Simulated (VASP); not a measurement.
Runs of VASP 6.6.1 on CsPbCl3. The structure is that of space group Pm-3m (No. 221), or close to it. The cells are those of the table. 

```csv
level,potentials or basis,cell,smearing,gap on the mesh (eV),pressure (GPa)
r2SCAN,"VASP PAW PBE potentials, release 64 (Cs_sv, Pb_d, Cl)","a = 5.677 Å, 5 atoms",fermi-dirac 0.02 eV,2.48,0.0
r2SCAN,"VASP PAW PBE potentials, release 64 (Cs_sv, Pb_d, Cl)","a = 5.677 Å, 5 atoms",gaussian 0.01 eV,2.48,0.0
LDA,"VASP PAW LDA potentials, release 64 (Cs_sv, Pb_d, Cl)","a = 5.677 Å, 5 atoms",gaussian 0.01 eV,1.86,-2.0
LDA,"VASP PAW LDA potentials, release 64 (Cs_sv, Pb_d, Cl)","a = 5.529 Å, 5 atoms",fermi-dirac 0.02 eV,(b),0.0
PBE,"VASP PAW PBE potentials, release 64 (Cs_sv, Pb_d, Cl)","a = 5.677 Å, 5 atoms",fermi-dirac 0.02 eV,2.10,(a)
```

Alike in all rows: task single point; no spin polarisation; k mesh 4 × 4 × 4; cutoff (eV) 520.

Question: Fill in the values left out.

Answer: (a) 0.7; (b) 1.51.

Caveats: spin-orbit coupling is left out, which moves the levels of the heavy elements; the PAW data sets were made with another functional, which shifts forces and pressure a little (some runs).

A k mesh can miss the band edges, and the runs leave out spin-orbit coupling on Cs, Pb.
